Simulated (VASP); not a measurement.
A run of VASP 6.6.1 is set up as follows.

The input POSCAR:

```
LiF
1.0
    2.4571516800      0.0000000000      0.0000000000
    0.0000000000      2.4571516800      0.0000000000
    0.0000000000      0.0000000000      2.6619143200
Li F
1 1
Direct
    0.0000000000      0.0000000000      0.0000000000
    0.5000000000      0.5000000000      0.5000000000
```

File INCAR.step1:

```
PREC = Accurate
ENCUT = 520
ISMEAR = 0
SIGMA = 0.05
LREAL = False
LASPH = True
NELM = 60
NBANDS = 12
GGA = PE
ALGO = Normal
EDIFF = 1E-4
LWAVE = True
LCHARG = False
```

INCAR.step2

```
PREC = Accurate
ENCUT = 520
EDIFF = 1E-7
ISMEAR = 0
SIGMA = 0.05
LREAL = False
LASPH = True
NELM = 60
ALGO = Normal
ISIF = 2
LWAVE = False
LCHARG = False
METAGGA = R2SCAN
LMIXTAU = True
NBANDS = 12
ISTART = 1
```

File KPOINTS:

```
regular mesh
0
Gamma
  10 10 10
```

Potentials or basis: VASP PAW PBE potentials, release 64 (Li_sv, F).

Run with:

```sh
$ cat potpaw_PBE.64/Li_sv/POTCAR potpaw_PBE.64/F/POTCAR > POTCAR
$ cp INCAR.step1 INCAR
$ mpirun -np 1 vasp_std > vasp.out
$ cp INCAR.step2 INCAR
$ mpirun -np 1 vasp_std > vasp.out
```

Question: What does it give for the band gap on the k mesh?

Answer: 8.70 eV (least direct gap 9.33 eV).

Caveat: the cell differs from its parent crystal (strain -0.040 along x and y, +0.040 along z). A k mesh can miss the band edges.
